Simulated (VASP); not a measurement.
A run of VASP 6.6.1 is set up as follows.

The input INCAR:

```
PREC = Accurate
ENCUT = 520
EDIFF = 1E-8
ISMEAR = -1
SIGMA = 0.02
LREAL = F
LASPH = T
NELM = 100
ALGO = Fast
ISIF = 2
LWAVE = F
LCHARG = F
GGA = PE
LEFG = T
NBANDS = 64
```

Contents of KPOINTS:

```
Automatic mesh
0
Gamma
  4 4 4
```

Contents of POSCAR:

```
VBiO4
1.0
   -3.6515000000      3.6515000000      3.2920000000
    3.6515000000     -3.6515000000      3.2920000000
    3.6515000000      3.6515000000     -3.2920000000
V Bi O
2 2 8
Direct
    0.5000000000      0.5000000000      0.0000000000
    0.2500000000      0.7500000000      0.5000000000
    0.7500000000      0.2500000000      0.5000000000
    0.0000000000      0.0000000000      0.0000000000
    0.1550000000      0.3330000000      0.8220000000
    0.0830000000      0.7610000000      0.6780000000
    0.5110000000      0.3330000000      0.1780000000
    0.0830000000      0.4050000000      0.3220000000
    0.5950000000      0.9170000000      0.6780000000
    0.6670000000      0.8450000000      0.1780000000
    0.2390000000      0.9170000000      0.3220000000
    0.6670000000      0.4890000000      0.8220000000
```

Potentials or basis: VASP PAW PBE potentials, release 64 (V_sv, Bi_d, O).

Launch:

```console
$ cat potpaw_PBE.64/V_sv/POTCAR potpaw_PBE.64/Bi_d/POTCAR potpaw_PBE.64/O/POTCAR > POTCAR
$ mpirun -np 1 vasp_std > vasp.out
```

Question: What does it give for the band gap on the k mesh?

Answer: 2.95 eV.

Question: Estimate the largest force.

Answer: 1.210 eV/Å.

Forces on the atoms (eV/Å):
```
V    0.000  0.000  0.000
V    0.000  0.000  0.000
Bi   0.000  0.000  0.000
Bi   0.000  0.000  0.000
O    0.000 -1.022 -0.648
O    1.022  0.000 -0.648
O    0.000  1.022 -0.648
O   -1.022  0.000 -0.648
O    0.000  1.022  0.648
O    1.022  0.000  0.648
O    0.000 -1.022  0.648
O   -1.022  0.000  0.648
```

Caveat: without QUAD_EFG the Cq values of the log hold for a quadrupole moment of 1 mb, not for the nuclei; spin-orbit coupling is left out, which moves the levels of the heavy elements; forces of over 1 eV/Å act on the atoms, so gaps and moduli don't describe the material at rest. As with any semilocal functional, this PBE gap is likely too small.
